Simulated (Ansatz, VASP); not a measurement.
## Be: VASP beside Ansatz

INCAR

```
ALGO = Normal
EDIFF = 1E-6
ENCUT = 520
GGA = RE
ISIF = 2
ISMEAR = -1
LASPH = True
LCHARG = False
LREAL = False
LWAVE = False
NBANDS = 9
NELM = 60
PREC = Accurate
SIGMA = 0.1
```

File KPOINTS:

```
k-points
0
Gamma
  12 12 12
```

The input POSCAR:

```
Be
1.0
    0.0000000000      2.5326250629      2.5326250629
    2.5326250629      0.0000000000      2.5326250629
    2.5326250629      2.5326250629      0.0000000000
Be
2
Direct
    0.1250000000      0.1250000000      0.1250000000
    0.8750000000      0.8750000000      0.8750000000
```

Input for Ansatz:

```yaml
crystal:
  lattice:
    - [0.0, 2.5326250629, 2.5326250629]
    - [2.5326250629, 0.0, 2.5326250629]
    - [2.5326250629, 2.5326250629, 0.0]
  atoms:
    - { symbol: Be, position: [0.125, 0.125, 0.125] }
    - { symbol: Be, position: [0.875, 0.875, 0.875] }
hamiltonian:
  xc: revpbe
  pseudopotentials:
    kind: paw
    azcp:
      Be: "pseudopotentials/Be.paw.azcp"
basis:
  ecutwfc: 420
  fft_grid_basis: typed
kpoints:
  mp_grid: { grid: [12, 12, 12], shift: [0, 0, 0] }
magnetization:
  spin_polarized: false
scf:
  occupations: { method: fermi_dirac, width: 0.1 }
  lower_state_search: "off"
output:
  stress: true
```

Alike in both runs: task single point; functional revPBE; k mesh 12 × 12 × 12; occupations fermi-dirac, width 0.1 eV; no spin polarisation.

|  | VASP | Ansatz |
| --- | --- | --- |
| version | VASP 6.6.1 | Ansatz 0.2.0 |
| potentials or method | VASP PAW PBE potentials, release 64 (Be), cutoff 520 eV | plane waves (420 eV) with PAW, scalar-relativistic |
| valence electrons in the cell | 4 | 4 |

```tsv
	VASP	Ansatz	Ansatz less VASP
pressure (GPa)	-2.8	-2.8	0.00
```

VASP's potentials were made for PBE, not for revPBE.
